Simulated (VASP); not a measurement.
# Y (Fm-3m) in VASP: a series of runs

Y is run at these levels: PBEsol; tasks: relaxation of cell and atoms.

Program: VASP 6.6.1. These are calculated values, not measurements. Logs are shortened: lines on timing, memory, paths and dates and some standing lists are left out, and cuts for length are marked.

### 1 The cell of the first run

Symmetry: Fm-3m, No. 225, cubic system. Conventional cell: a = 4.468 Å, b = 4.468 Å, c = 4.468 Å, α = 90.00°, β = 90.00°, γ = 90.00°. Y (site symmetry m-3m) has 12 Y at 3.16 Å within 4.2 Å.

This isn't the form of Y at room conditions, which is hcp.

### 2 Relaxation of cell and atoms, PBEsol, target pressure 30 GPa, at which the enthalpy is minimised

INCAR

```
SYSTEM = Y
PREC = Accurate
ENCUT = 600
EDIFF = 1E-6
ISMEAR = 0
SIGMA = 0.1
LREAL = .False.
LASPH = .True.
NELM = 80
ALGO = Normal
ISIF = 3
LWAVE = .False.
LCHARG = .False.
GGA = PS
IBRION = 2
NSW = 70
EDIFFG = -0.008
PSTRESS = 300.0
```

KPOINTS

```
Automatic mesh
0
Gamma
  16 16 16
  0 0 0
```

POSCAR

```
Y
1.0
    0.0000000000      2.2342327702      2.2342327702
    2.2342327702      0.0000000000      2.2342327702
    2.2342327702      2.2342327702      0.0000000000
Y
1
Direct
    0.0000000000      0.0000000000      0.0000000000
```

Potentials or basis: VASP PAW PBE potentials, release 64 (Y_sv).

Launch:

```sh
> cat potpaw_PBE.64/Y_sv/POTCAR > POTCAR
> mpirun -np 1 vasp_std > vasp.out
```

OUTCAR:

```text
SYSTEM = Y
   PREC = Accurate
   ENCUT = 600
   EDIFF = 1E-6
   ISMEAR = 0
   LREAL = .False.
   LASPH = .True.
   NELM = 80
   ISIF = 3
   GGA = PS
   IBRION = 2
   NSW = 70
   EDIFFG = -0.008
   PSTRESS = 300.0

 ion  position               nearest neighbor table
   1  0.000  0.000  0.000-

  LATTYP: Found a face centered cubic cell.
 ALAT       =     4.4684655404

  Lattice vectors:

 A1 = (   0.0000000000,   2.2342327702,   2.2342327702)
 A2 = (   2.2342327702,   0.0000000000,   2.2342327702)
 A3 = (   2.2342327702,   2.2342327702,   0.0000000000)

Analysis of symmetry for initial positions (statically):
=====================================================================
 Subroutine PRICEL returns:
 Original cell was already a primitive cell.

 Routine SETGRP: Setting up the symmetry group for a
 face centered cubic supercell.

 Subroutine GETGRP returns: Found 48 space group operations
 (whereof 48 operations were pure point group operations)
 out of a pool of 48 trial point group operations.

The static configuration has the point symmetry O_h .

Analysis of symmetry for dynamics (positions and initial velocities):
=====================================================================
 Subroutine PRICEL returns:
 Original cell was already a primitive cell.

 Routine SETGRP: Setting up the symmetry group for a
 face centered cubic supercell.

 Subroutine GETGRP returns: Found 48 space group operations
 (whereof 48 operations were pure point group operations)
 out of a pool of 48 trial point group operations.

The dynamic configuration has the point symmetry O_h .

 Subroutine INISYM returns: Found 48 space group operations
 (whereof 48 operations are pure point group operations),
 and found     1 'primitive' translations

----------------------------------------------------------------------------------------

                                     Primitive cell

  volume of cell :      22.3057

  direct lattice vectors                    reciprocal lattice vectors
     0.000000000  2.234232770  2.234232770    -0.223790469  0.223790469  0.223790469
     2.234232770  0.000000000  2.234232770     0.223790469 -0.223790469  0.223790469
     2.234232770  2.234232770  0.000000000     0.223790469  0.223790469 -0.223790469

  length of vectors
     3.159682285  3.159682285  3.159682285     0.387616463  0.387616463  0.387616463

  position of ions in fractional coordinates (direct lattice)
     0.000000000  0.000000000  0.000000000

  ion indices of the primitive-cell ions
   primitive index   ion index
                 1           1

----------------------------------------------------------------------------------------

 KPOINTS: Automatic mesh

Automatic generation of k-mesh.
 Grid dimensions read from file:
 generate k-points for:   16   16   16

 Generating k-lattice:

  Cartesian coordinates                     Fractional coordinates (reciprocal lattice)
    -0.013986904  0.013986904  0.013986904     0.062500000  0.000000000  0.000000000
     0.013986904 -0.013986904  0.013986904     0.000000000  0.062500000  0.000000000
     0.013986904  0.013986904 -0.013986904     0.000000000  0.000000000  0.062500000

  Length of vectors
     0.024226029  0.024226029  0.024226029

  Shift w.r.t. Gamma in fractional coordinates (k-lattice)
     0.000000000  0.000000000  0.000000000

 Subroutine IBZKPT returns following result:
 ===========================================

 Found    145 irreducible k-points:

 Following reciprocal coordinates:
            Coordinates               Weight
  0.000000  0.000000  0.000000      1.000000
  0.062500  0.000000  0.000000      8.000000
  0.125000  0.000000  0.000000      8.000000
  0.187500  0.000000  0.000000      8.000000
  0.250000  0.000000  0.000000      8.000000
  0.312500  0.000000  0.000000      8.000000
[... 16 lines left out ...]
 -0.125000  0.062500  0.000000     24.000000
 -0.062500  0.062500  0.000000     12.000000
 [... further k-points ...]
   k-points           NKPTS =    145   k-points in BZ     NKDIM =    145   number of bands    NBANDS=      9
   number of dos      NEDOS =    301   number of ions     NIONS =      1
   total plane-waves  NPLWV =  21952
   dimension x,y,z NGX =    28 NGY =   28 NGZ =   28
   dimension x,y,z NGXF=    56 NGYF=   56 NGZF=   56
   ions per type =               1
   NGX,Y,Z   is equivalent  to a cutoff of  14.73, 14.73, 14.73 a.u.
   NGXF,Y,Z  is equivalent  to a cutoff of  29.46, 29.46, 29.46 a.u.
 SYSTEM =  Y
   PREC   = accura    normal or accurate (medium, high low for compatibility)
   ISTART =      0    job   : 0-new  1-cont  2-samecut
   ICHARG =      2    charge: 1-file 2-atom 10-const
   ISPIN  =      1    spin polarized calculation?
   LNONCOLLINEAR =      F non collinear calculations
   LSORBIT =      F    spin-orbit coupling
   LASPH  =      T    aspherical Exc in radial PAW
   ENCUT  =  600.0 eV  44.10 Ry    6.64 a.u.   6.31  6.31  6.31*2*pi/ulx,y,z
   NELM   =     80;   NELMIN=  2; NELMDL= -5     # of ELM steps
   EDIFF  = 0.1E-05   stopping-criterion for ELM
   LREAL  =      F    real-space projection
   EDIFFG = -.8E-02   stopping-criterion for IOM
   NSW    =     70    number of steps for IOM
   IBRION =      2    ionic relax: 0-MD 1-quasi-New 2-CG
   NFREE  =      1    steps in history (QN), initial steepest desc. (CG)
   ISIF   =      3    stress and relaxation
   ISYM   =      2    0-nonsym 1-usesym 2-fastsym
   POTIM  = 0.5000    time-step for ionic-motion
   TEBEG  =    0.0;   TEEND  =   0.0 temperature during run
   PSTRESS=  300.0 pullay stress
   NELECT =      11.0000    total number of electrons
   NUPDOWN=      -1.0000    fix difference up-down
   EMIN   =  10.00;   EMAX   =-10.00  energy-range for DOS
   EFERMI =   0.00;   METHOD = LEGACY
   ISMEAR =     0;   SIGMA  =   0.10  broadening in eV -4-tet -1-fermi 0-gaus
   EFERMI_NEDOS =   21; number of points for ismear=-14 and -15
   IALGO  =     38    algorithm
   IMIX   =      4    mixing-type and parameters
     AMIX     =   0.40;   BMIX     =  1.00
     AMIX_MAG =   1.60;   BMIX_MAG =  1.00
  volume/ion in A,a.u.               =      22.31       150.53
  Fermi-wavevector in a.u.,A,eV,Ry     =   1.293403  2.444178 22.761080  1.672892
  Thomas-Fermi vector in A             =   2.425051
   LORBIT       =      0    0 simple, 1 ext, 2 COOP (PROOUT), +10 PAW based schemes
   GGA     = PS    functional components
   LHFCALC =     F    Hartree Fock is set to
   AEXX    =    0.0000 exact exchange contribution
   IVDW    =     0    specifies the selected vdW correction
   LEPSILON=     F    determine dielectric tensor
   LRPA    =     F    only Hartree local field effects (RPA)
 conjugate gradient relaxation of ions
 non-spin polarized calculation
 Gauss-broadening in eV      SIGMA  =   0.10
  energy-cutoff  :      600.00
  volume of cell :       22.31
 maximum number of plane-waves:       757
 NGX is ok and might be reduce to    28
   NGX = 13   NGY = 13   NGZ = 13

--------------------------------------- Ionic step        1  -------------------------------------------

 number of electron      11.0000000 magnetization

 Free energy of the ion-electron system (eV)
  ---------------------------------------------------
  ext. energy  EPLUGINS =         0.00000000
  ---------------------------------------------------
  free energy    TOTEN  =        -6.33898811 eV

  energy without entropy =       -6.33297404  energy(sigma->0) =       -6.33598108

------------------------ aborting loop because EDIFF is reached ----------------------------------------

  FORCE on cell =-STRESS in cart. coord.  units (eV):
  Direction    XX          YY          ZZ          XY          YZ          ZX
  --------------------------------------------------------------------------------------
  -------------------------------------------------------------------------------------
  Total        3.0761633      3.0761633      3.0761633     -0.0000000     -0.0000000      0.0000000
  in kB      220.9554499    220.9554499    220.9554499     -0.0000000     -0.0000000      0.0000000
  external PRESSURE =     -79.0445501 kB  Pullay stress =     300.0000000 kB
[... 170 lines left out ...]
  enthalpy is  TOTEN    =        -2.2020517181 eV   P V=        3.8868178687

--------------------------------------- Ionic step        6  -------------------------------------------

 number of electron      11.0000000 magnetization

 Free energy of the ion-electron system (eV)
  ---------------------------------------------------
  ext. energy  EPLUGINS =         0.00000000
  ---------------------------------------------------
  free energy    TOTEN  =        -6.08645283 eV

  energy without entropy =       -6.08046818  energy(sigma->0) =       -6.08346051

 E-fermi :   5.4388     XC(G=0): -11.5099

 val. band max:        5.4322871290   @ k =  -0.3125   0.3750   0.1250
 cond. band min:       5.4419818875   @ k =   0.4375   0.2500   0.1250
 fundamental gap:      0.0096947585
 Fermi energy:         5.4387606273

 k-point     1 :       0.0000    0.0000    0.0000
  band No.  band energies     occupation
      1     -36.4310      2.00000
      2     -15.3375      2.00000
      3     -15.3375      2.00000
      4     -15.3375      2.00000
      5       0.4714      2.00000
      6       7.6336      0.00000
      7       7.6336      0.00000
      8       7.6336      0.00000
      9      11.0332      0.00000
[... 265 lines left out ...]
 k-point    24 :      -0.0625    0.0625    0.0000
  band No.  band energies     occupation
      1     -36.3924      2.00000
      2     -15.5712      2.00000
      3     -15.4008      2.00000
      4     -15.3497      2.00000
      5       0.9190      2.00000
      6       7.1662      0.00000
      7       7.8195      0.00000
      8       7.8675      0.00000
      9      10.5354      0.00000

 [... further k-points ...]

------------------------ aborting loop because EDIFF is reached ----------------------------------------

  FORCE on cell =-STRESS in cart. coord.  units (eV):
  Direction    XX          YY          ZZ          XY          YZ          ZX
  --------------------------------------------------------------------------------------
  -------------------------------------------------------------------------------------
  Total        3.8854266      3.8854266      3.8854266      0.0000000      0.0000000      0.0000000
  in kB      300.0794444    300.0794444    300.0794444      0.0000000      0.0000000      0.0000000
  external PRESSURE =       0.0794444 kB  Pullay stress =     300.0000000 kB
[... 16 lines left out ...]
  FREE ENERGIE OF THE ION-ELECTRON SYSTEM (eV)
  ---------------------------------------------------
  free  energy   TOTEN  =        -6.0864528276 eV

  energy  without entropy=       -6.0804681826  energy(sigma->0) =       -6.08346051

  enthalpy is  TOTEN    =        -2.2020548787 eV   P V=        3.8843979489

 reached required accuracy - stopping structural energy minimisation
```

Run time: 85 s. Hardware: 1 thread of Intel Xeon 6975P-C (Granite Rapids), shared host; peak memory 0.23 GiB.

Results:

```
Free energy                                                : -6.0865 eV
Relaxed volume                                             : 20.74 Å³/atom
Relaxed cell                                               : a = 3.084 Å, b = 3.084 Å, c = 3.084 Å, α = 60.00°, β = 60.00°, γ = 60.00°
Space group after relaxing (to 0.1 Å)                      : Fm-3m (No. 225)
Energy change on relaxing (the run minimises the enthalpy) : +252.5 meV/atom
Ionic steps                                                : 6
Pressure after relaxing                                    : 30.0 GPa
Band gap on the k mesh                                     : zero (an odd number of electrons rules out a gap without spin polarisation)
```

Step by step:
| step | energy change (eV) | largest force (eV/Å) | pressure (GPa) | volume (Å³) |
| --- | --- | --- | --- | --- |
| 1 | 0.0000 | 0.0000 | 22.10 | 22.31 |
| 2 | 0.6534 | 0.0000 | 41.86 | 18.94 |
| 3 | 0.2487 | 0.0000 | 29.86 | 20.77 |
| 4 | 0.2544 | 0.0000 | 30.07 | 20.74 |
| 5 | 0.2501 | 0.0000 | 29.91 | 20.76 |
| 6 | 0.2525 | 0.0000 | 30.01 | 20.74 |

Final structure:
```xyz
1
Lattice="0.0000 2.1809 2.1809 2.1809 0.0000 2.1809 2.1809 2.1809 0.0000" Properties=species:S:1:pos:R:3 pbc="T T T"
Y     0.0000    0.0000    0.0000
```

Caveat: the cell is relaxed towards a set pressure, so the run minimises the enthalpy, not the energy; the PAW data sets were made with another functional, which shifts forces and pressure a little.

### 3 Relaxation of cell and atoms, PBEsol, target pressure -3 GPa, at which the enthalpy is minimised

This run uses another cell than the first one, of 31.71 Å³/atom.

INCAR

```
ALGO     = Normal         # electronic algorithm
EDIFF    = 1E-6           # SCF threshold, eV
EDIFFG   = -0.008         # ionic threshold
ENCUT    = 600            # plane-wave cutoff, eV
GGA      = PS             # functional
IBRION   = 2              # ionic algorithm
ISIF     = 3              # what is computed and relaxed
ISMEAR   = 0              # smearing method
LASPH    = True           # aspherical terms in the spheres
LCHARG   = False          # write CHGCAR
LREAL    = False          # projectors in reciprocal space
LWAVE    = False          # write WAVECAR
NELM     = 60             # most SCF steps
NSW      = 70             # ionic steps
PREC     = Accurate       # precision mode
PSTRESS  = -30.0        
SIGMA    = 0.1            # smearing width, eV
```

KPOINTS

```
k-points
0
Gamma
  14 14 14
```

POSCAR

```
Y
1.0
    0.0000000000      2.5121144280      2.5121144280
    2.5121144280      0.0000000000      2.5121144280
    2.5121144280      2.5121144280      0.0000000000
Y
1
Direct
    0.0000000000      0.0000000000      0.0000000000
```

Potentials or basis: VASP PAW PBE potentials, release 64 (Y_sv).

Launch:

```sh
> cat potpaw_PBE.64/Y_sv/POTCAR > POTCAR
> mpirun -np 1 vasp_std > vasp.out
```

It took 42 s on 1 thread of Intel Xeon 6975P-C (Granite Rapids), shared host; peak memory 0.2 GiB.

Results (log left out):

```yaml
Free_energy: -6.7790 eV
Relaxed_volume: 33.37 Å³/atom
Relaxed_cell: a = 3.614 Å, b = 3.614 Å, c = 3.614 Å, α = 60.00°, β = 60.00°, γ = 60.00°
Space_group_after_relaxing_to_0.1_Å: Fm-3m (No. 225)
Energy_change_on_relaxing_the_run_minimises_the_enthalpy: +22.5 meV/atom
Ionic_steps: 3
Pressure_after_relaxing: -3.0 GPa
Band_gap_on_the_k_mesh: zero (an odd number of electrons rules out a gap without spin polarisation)
```

The path:
| step | energy change (eV) | largest force (eV/Å) | pressure (GPa) | volume (Å³) |
| --- | --- | --- | --- | --- |
| 1 | 0.0000 | 0.0000 | -1.31 | 31.71 |
| 2 | 0.0205 | 0.0000 | -2.90 | 33.27 |
| 3 | 0.0225 | 0.0000 | -3.03 | 33.37 |

Final structure:
```
Y
1.0
     0.00000    2.55541    2.55541
     2.55541    0.00000    2.55541
     2.55541    2.55541    0.00000
Y
1
Cartesian
  0.0000 0.0000 0.0000
```

Levels at points of the mesh, in eV from the Fermi level:
| k point | band 1 | band 2 | band 3 | band 4 | band 5 | band 6 | band 7 | band 8 | band 9 |
| --- | --- | --- | --- | --- | --- | --- | --- | --- | --- |
| (0.00, 0.00, 0.00) | -42.67 | -22.40 | -22.40 | -22.40 | -4.74 | 1.74 | 1.74 | 1.74 | 3.69 |
| (0.50, 0.00, 0.00) | -42.61 | -22.92 | -22.47 | -22.47 | -1.97 | 0.55 | 1.58 | 1.58 | 5.10 |
| (0.50, 0.50, 0.00) | -42.59 | -22.89 | -22.59 | -22.59 | -1.71 | -0.84 | 1.97 | 5.11 | 5.51 |

Caveat: the cell is relaxed towards a set pressure, so the run minimises the enthalpy, not the energy; the PAW data sets were made with another functional, which shifts forces and pressure a little. Zero-point motion and thermal expansion aren't in these numbers.

[end of part 1 of 2]
